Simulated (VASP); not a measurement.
# MgO (Periclase) (Fm-3m) in VASP: single point with PBE

Aim: the single point of MgO (Periclase) with PBE.

All numbers are computed with VASP 6.6.1; they aren't measurements. Logs are shortened: lines on timing, memory, paths and dates and some standing lists are left out, and cuts for length are marked.

**The experiment to reproduce.**

“Electronic structure of alkaline earth and post-transition metal oxides”, 2009, arxiv:0908.1581 quotes, for a bulk crystal of MgO: band gap 7.83 eV.

The results are compared with them further down.

## 1. The cell of the first run

The structure is cubic, space group Fm-3m (No. 225). Conventional cell: a = 4.254 Å, b = 4.254 Å, c = 4.254 Å, α = 90.00°, β = 90.00°, γ = 90.00°. Mg (site symmetry m-3m) has 6 O at 2.13 Å within 2.8 Å. O (site symmetry m-3m) has 6 Mg at 2.13 Å within 2.8 Å.

## 2. Single point, PBE

Input file INCAR:

```
ALGO = Normal
EDIFF = 1E-7
ENCUT = 520
GGA = PE
ISIF = 2
ISMEAR = 0
LASPH = T
LCHARG = F
LREAL = F
LWAVE = F
NBANDS = 11
NELM = 100
PREC = Accurate
SIGMA = 0.01
```

Input file KPOINTS:

```
k-points
0
Gamma
  8 8 8
```

Input file POSCAR:

```
MgO
1.0
   -0.0000000013      2.1268861232      2.1268861207
    2.1268861169      0.0000000025      2.1268861169
    2.1268861207      2.1268861232     -0.0000000013
Mg O
1 1
Direct
    0.0000000000      0.0000000000      0.0000000000
    0.5000000000      0.5000000000      0.5000000000
```

Potentials or basis: VASP PAW PBE potentials, release 64 (Mg, O).

The run is started by

```console
$ cat potpaw_PBE.64/Mg/POTCAR potpaw_PBE.64/O/POTCAR > POTCAR
$ mpirun -np 1 vasp_std > vasp.out
```

OUTCAR:

```text
EDIFF = 1E-7
   ENCUT = 520
   GGA = PE
   ISIF = 2
   ISMEAR = 0
   LASPH = T
   LREAL = F
   NELM = 100
   PREC = Accurate

 ion  position               nearest neighbor table
   1  0.000  0.000  0.000-   2 2.13   2 2.13   2 2.13   2 2.13   2 2.13   2 2.13
   2  0.500  0.500  0.500-   1 2.13   1 2.13   1 2.13   1 2.13   1 2.13   1 2.13

  LATTYP: Found a face centered cubic cell.
 ALAT       =     4.2537722338

  Lattice vectors:

 A1 = (  -0.0000000013,   2.1268861232,   2.1268861207)
 A2 = (   2.1268861169,   0.0000000025,   2.1268861169)
 A3 = (   2.1268861207,   2.1268861232,  -0.0000000013)

Analysis of symmetry for initial positions (statically):
=====================================================================
 Subroutine PRICEL returns:
 Original cell was already a primitive cell.

 Routine SETGRP: Setting up the symmetry group for a
 face centered cubic supercell.

 Subroutine GETGRP returns: Found 48 space group operations
 (whereof 48 operations were pure point group operations)
 out of a pool of 48 trial point group operations.

The static configuration has the point symmetry O_h .

Analysis of symmetry for dynamics (positions and initial velocities):
=====================================================================
 Subroutine PRICEL returns:
 Original cell was already a primitive cell.

 Routine SETGRP: Setting up the symmetry group for a
 face centered cubic supercell.

 Subroutine GETGRP returns: Found 48 space group operations
 (whereof 48 operations were pure point group operations)
 out of a pool of 48 trial point group operations.

The dynamic configuration has the point symmetry O_h .

 Subroutine INISYM returns: Found 48 space group operations
 (whereof 48 operations are pure point group operations),
 and found     1 'primitive' translations

----------------------------------------------------------------------------------------

                                     Primitive cell

  volume of cell :      19.2426

  direct lattice vectors                    reciprocal lattice vectors
    -0.000000001  2.126886123  2.126886121    -0.235085459  0.235085459  0.235085459
     2.126886117  0.000000003  2.126886117     0.235085460 -0.235085459  0.235085460
     2.126886121  2.126886123 -0.000000001     0.235085459  0.235085459 -0.235085459

  length of vectors
     3.007871199  3.007871192  3.007871199     0.407179959  0.407179960  0.407179959

  position of ions in fractional coordinates (direct lattice)
     0.000000000  0.000000000  0.000000000
     0.500000000  0.500000000  0.500000000

  ion indices of the primitive-cell ions
   primitive index   ion index
                 1           1
                 2           2

----------------------------------------------------------------------------------------

 KPOINTS: k-points

Automatic generation of k-mesh.
 Grid dimensions read from file:
 generate k-points for:    8    8    8

 Generating k-lattice:

  Cartesian coordinates                     Fractional coordinates (reciprocal lattice)
    -0.029385682  0.029385682  0.029385682     0.125000000  0.000000000  0.000000000
     0.029385682 -0.029385682  0.029385682     0.000000000  0.125000000 -0.000000000
     0.029385682  0.029385682 -0.029385682     0.000000000  0.000000000  0.125000000

  Length of vectors
     0.050897495  0.050897495  0.050897495

  Shift w.r.t. Gamma in fractional coordinates (k-lattice)
     0.000000000  0.000000000  0.000000000

 Subroutine IBZKPT returns following result:
 ===========================================

 Found     29 irreducible k-points:

 Following reciprocal coordinates:
            Coordinates               Weight
  0.000000  0.000000  0.000000      1.000000
  0.125000  0.000000  0.000000      8.000000
  0.250000  0.000000  0.000000      8.000000
  0.375000  0.000000  0.000000      8.000000
  0.500000  0.000000  0.000000      4.000000
  0.125000  0.125000  0.000000      6.000000
[... 16 lines left out ...]
  0.500000  0.250000  0.125000     48.000000
 -0.375000  0.250000  0.125000     24.000000
 [... further k-points ...]
   k-points           NKPTS =     29   k-points in BZ     NKDIM =     29   number of bands    NBANDS=     11
   number of dos      NEDOS =    301   number of ions     NIONS =      2
   total plane-waves  NPLWV =  13824
   dimension x,y,z NGX =    24 NGY =   24 NGZ =   24
   dimension x,y,z NGXF=    48 NGYF=   48 NGZF=   48
   ions per type =               1   1
   NGX,Y,Z   is equivalent  to a cutoff of  13.26, 13.26, 13.26 a.u.
   NGXF,Y,Z  is equivalent  to a cutoff of  26.53, 26.53, 26.53 a.u.
 SYSTEM =  unknown system
   PREC   = accura    normal or accurate (medium, high low for compatibility)
   ISTART =      0    job   : 0-new  1-cont  2-samecut
   ICHARG =      2    charge: 1-file 2-atom 10-const
   ISPIN  =      1    spin polarized calculation?
   LNONCOLLINEAR =      F non collinear calculations
   LSORBIT =      F    spin-orbit coupling
   LASPH  =      T    aspherical Exc in radial PAW
   ENCUT  =  520.0 eV  38.22 Ry    6.18 a.u.   5.59  5.59  5.59*2*pi/ulx,y,z
   NELM   =    100;   NELMIN=  2; NELMDL= -5     # of ELM steps
   EDIFF  = 0.1E-06   stopping-criterion for ELM
   LREAL  =      F    real-space projection
   EDIFFG = 0.1E-05   stopping-criterion for IOM
   NSW    =      0    number of steps for IOM
   IBRION =     -1    ionic relax: 0-MD 1-quasi-New 2-CG
   NFREE  =      0    steps in history (QN), initial steepest desc. (CG)
   ISIF   =      2    stress and relaxation
   ISYM   =      2    0-nonsym 1-usesym 2-fastsym
   POTIM  = 0.5000    time-step for ionic-motion
   TEBEG  =    0.0;   TEEND  =   0.0 temperature during run
   PSTRESS=    0.0 pullay stress
   NELECT =       8.0000    total number of electrons
   NUPDOWN=      -1.0000    fix difference up-down
   EMIN   =  10.00;   EMAX   =-10.00  energy-range for DOS
   EFERMI =   0.00;   METHOD = LEGACY
   ISMEAR =     0;   SIGMA  =   0.01  broadening in eV -4-tet -1-fermi 0-gaus
   EFERMI_NEDOS =   21; number of points for ismear=-14 and -15
   IALGO  =     38    algorithm
   IMIX   =      4    mixing-type and parameters
     AMIX     =   0.40;   BMIX     =  1.00
     AMIX_MAG =   1.60;   BMIX_MAG =  1.00
  volume/ion in A,a.u.               =       9.62        64.93
  Fermi-wavevector in a.u.,A,eV,Ry     =   1.221848  2.308958 20.312315  1.492913
  Thomas-Fermi vector in A             =   2.357016
   LORBIT       =      0    0 simple, 1 ext, 2 COOP (PROOUT), +10 PAW based schemes
   GGA     = PE    functional components
   LHFCALC =     F    Hartree Fock is set to
   AEXX    =    0.0000 exact exchange contribution
   IVDW    =     0    specifies the selected vdW correction
   LEPSILON=     F    determine dielectric tensor
   LRPA    =     F    only Hartree local field effects (RPA)
 non-spin polarized calculation
 Gauss-broadening in eV      SIGMA  =   0.01
  energy-cutoff  :      520.00
  volume of cell :       19.24
 maximum number of plane-waves:       534
 NGX is ok and might be reduce to    24
   NGX = 11   NGY = 11   NGZ = 11

 number of electron       8.0000004 magnetization

 Free energy of the ion-electron system (eV)
  ---------------------------------------------------
  ext. energy  EPLUGINS =         0.00000000
  ---------------------------------------------------
  free energy    TOTEN  =       -11.91167926 eV

  energy without entropy =      -11.91167926  energy(sigma->0) =      -11.91167926

 E-fermi :   3.0662     XC(G=0): -10.9394

 val. band max:        2.9685375034   @ k =   0.0000   0.0000   0.0000
 cond. band min:       7.4126871377   @ k =   0.0000   0.0000   0.0000
 fundamental gap:      4.4441496343
 Fermi energy:         3.0661816619

 k-point     1 :       0.0000    0.0000    0.0000
  band No.  band energies     occupation
      1     -14.1460      2.00000
      2       2.9685      2.00000
      3       2.9685      2.00000
      4       2.9685      2.00000
      5       7.4127      0.00000
      6      18.6005      0.00000
      7      18.6005      0.00000
      8      18.6005      0.00000
      9      22.4402      0.00000
     10      24.1803      0.00000
     11      24.1803      0.00000

 k-point     2 :       0.1250    0.0000    0.0000
  band No.  band energies     occupation
      1     -13.9912      2.00000
      2       2.0247      2.00000
      3       2.8707      2.00000
      4       2.8707      2.00000
      5       8.3307      0.00000
      6      16.9306      0.00000
      7      18.9414      0.00000
      8      18.9414      0.00000
      9      23.1630      0.00000
     10      23.1630      0.00000
     11      24.4970      0.00000

 k-point     3 :       0.2500    0.0000    0.0000
  band No.  band energies     occupation
      1     -13.5896      2.00000
      2       0.3649      2.00000
      3       2.6450      2.00000
      4       2.6450      2.00000
      5       9.7890      0.00000
      6      15.3547      0.00000
      7      19.3757      0.00000
      8      19.3757      0.00000
      9      22.7783      0.00000
     10      22.7783      0.00000
     11      24.4755      0.00000

 k-point     4 :       0.3750    0.0000    0.0000
  band No.  band energies     occupation
      1     -13.1397      2.00000
      2      -0.9927      2.00000
      3       2.4324      2.00000
      4       2.4324      2.00000
      5      10.5557      0.00000
      6      15.0635      0.00000
      7      19.1547      0.00000
      8      19.1547      0.00000
      9      23.7112      0.00000
     10      24.0765      0.00000
     11      24.0765      0.00000

 k-point     5 :       0.5000    0.0000    0.0000
  band No.  band energies     occupation
      1     -12.9347      2.00000
      2      -1.5199      2.00000
      3       2.3477      2.00000
      4       2.3477      2.00000
      5      10.6792      0.00000
      6      15.2411      0.00000
      7      18.9757      0.00000
      8      18.9757      0.00000
      9      23.4185      0.00000
     10      25.0991      0.00000
     11      25.0991      0.00000
[... 211 lines left out ...]
 k-point    21 :       0.5000    0.5000    0.0000
  band No.  band energies     occupation
      1     -12.6873      2.00000
      2      -0.9952      2.00000
      3       1.6611      2.00000
      4       1.6611      2.00000
      5      12.0518      0.00000
      6      12.6193      0.00000
      7      15.7564      0.00000
      8      21.4941      0.00000
      9      21.4941      0.00000
     10      27.7080      0.00000
     11      29.4246      0.00000

 k-point    22 :       0.3750    0.2500    0.1250
  band No.  band energies     occupation
      1     -13.3024      2.00000
      2       0.0218      2.00000
      3       1.8567      2.00000
      4       2.3800      2.00000
      5      11.1680      0.00000
      6      14.3319      0.00000
      7      17.7181      0.00000
      8      20.1692      0.00000
      9      20.8042      0.00000
     10      25.0600      0.00000
     11      28.2910      0.00000

 k-point    23 :       0.5000    0.2500    0.1250
  band No.  band energies     occupation
      1     -12.9483      2.00000
      2      -0.6387      2.00000
      3       1.3003      2.00000
      4       2.1367      2.00000
      5      12.2126      0.00000
      6      14.4157      0.00000
      7      16.5641      0.00000
      8      19.7530      0.00000
      9      22.3296      0.00000
     10      24.9926      0.00000
     11      28.5062      0.00000

 k-point    24 :      -0.3750    0.2500    0.1250
  band No.  band energies     occupation
      1     -12.7914      2.00000
      2      -0.9174      2.00000
      3       1.0992      2.00000
      4       2.0209      2.00000
      5      12.4321      0.00000
      6      14.8804      0.00000
      7      16.1495      0.00000
      8      19.5064      0.00000
      9      23.1473      0.00000
     10      24.6517      0.00000
     11      28.6571      0.00000

 [... further k-points ...]

------------------------ aborting loop because EDIFF is reached ----------------------------------------

  FORCE on cell =-STRESS in cart. coord.  units (eV):
  Direction    XX          YY          ZZ          XY          YZ          ZX
  --------------------------------------------------------------------------------------
  -------------------------------------------------------------------------------------
  Total       -0.0876436     -0.0876436     -0.0876436     -0.0000000     -0.0000000      0.0000000
  in kB       -7.2974001     -7.2974001     -7.2974001     -0.0000000     -0.0000000      0.0000000
  external PRESSURE =      -7.2974001 kB  Pullay stress =       0.0000000 kB

 VOLUME and BASIS-vectors are now :
 -----------------------------------------------------------------------------
  energy-cutoff  :      520.00
  volume of cell :       19.24
      direct lattice vectors                 reciprocal lattice vectors
    -0.000000001  2.126886123  2.126886121    -0.235085459  0.235085459  0.235085459
     2.126886117  0.000000003  2.126886117     0.235085460 -0.235085459  0.235085460
     2.126886121  2.126886123 -0.000000001     0.235085459  0.235085459 -0.235085459

 POSITION                                       TOTAL-FORCE (eV/Angst)
 -----------------------------------------------------------------------------------
      0.00000      0.00000      0.00000         0.000000     -0.000000      0.000000
      2.12689      2.12689      2.12689        -0.000000      0.000000     -0.000000
 -----------------------------------------------------------------------------------
    total drift:                               -0.000000     -0.000000      0.000000

  FREE ENERGIE OF THE ION-ELECTRON SYSTEM (eV)
  ---------------------------------------------------
  free  energy   TOTEN  =       -11.9116792635 eV

  energy  without entropy=      -11.9116792635  energy(sigma->0) =      -11.91167926
```

It took 9.1 s on 1 thread of AMD EPYC 7R13 (Zen 3), shared host; peak memory 0.11 GiB.

What came out:

```
Free energy            : -11.9117 eV
Pressure               : -0.7 GPa
Band gap on the k mesh : 4.44 eV, direct
```

Levels at points of the mesh, in eV from the valence-band top:
```csv
k point,band 2,band 3,band 4,band 5,band 6,band 7
"(0.00, 0.00, 0.00)",0.00,0.00,0.00,4.44,15.63,15.63
"(0.50, 0.00, 0.00)",-4.49,-0.62,-0.62,7.71,12.27,16.01
"(0.50, 0.50, 0.00)",-3.96,-1.31,-1.31,9.08,9.65,12.79
```

## 3. Against experiment

Step 2. Measured gap of MgO: 7.83 eV (quoted in “Electronic structure of alkaline earth and post-transition metal oxides”, 2009, arxiv:0908.1581). This calculation gives 4.44 eV (-3.39 eV). The value is that of PBE, without temperature or zero-point motion. Semilocal functionals fall short of measured gaps as a rule.
